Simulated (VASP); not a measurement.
Set up this calculation in VASP 6.6.1, as the native input.

```yaml
Task: single point
Functional: PBE
Potentials_or_basis: VASP PAW PBE potentials, release 64 (Al, Pt)
Cutoff: 520 eV
k_mesh: 12 × 12 × 12
Occupations: gaussian, width 0.1 eV
Spin: no spin polarisation
Dipole_correction: no
Further_INCAR_settings: ALGO = Normal; EDIFF = 1e-06; NBANDS = 15
```

The structure of Al2Pt lies in POSCAR:

```
Al2Pt
1.0
    0.0000000000      2.8811896976      2.8811896976
    2.8811896976      0.0000000000      2.8811896976
    2.8811896976      2.8811896976      0.0000000000
Al Pt
2 1
Direct
    0.2500000000      0.2500000000      0.2500000000
    0.7500000000      0.7500000000      0.7500000000
    0.0000000000      0.0000000000      0.0000000000
```

This cell differs from its parent crystal: volume scaled by 0.91.

These files were run (other wordings do the same):

INCAR

```
PREC = Accurate
ENCUT = 520
EDIFF = 1E-6
ISMEAR = 0
SIGMA = 0.1
LREAL = False
LASPH = True
NELM = 100
ALGO = Normal
ISIF = 2
LWAVE = False
LCHARG = False
GGA = PE
NBANDS = 15
```

KPOINTS

```
Automatic mesh
0
Gamma
  12 12 12
```

Potentials or basis: VASP PAW PBE potentials, release 64 (Al, Pt).

Command:

```bash
$ cat potpaw_PBE.64/Al/POTCAR potpaw_PBE.64/Pt/POTCAR > POTCAR
$ mpirun -np 1 vasp_std > vasp.out
```

It gave:

| Property | Result |
| --- | --- |
| Pressure | 14.9 GPa |
| Band gap on the k mesh | zero (band 8 reaches 12.71 eV, above the bottom of band 9 at 7.08 eV) |

Caveat: spin-orbit coupling is left out, which moves the levels of the heavy elements.

It took 33 s on 1 thread of Intel(R) Xeon(R) Platinum 8488C (Sapphire Rapids), with other jobs on the host, peak memory 0.19 GiB.
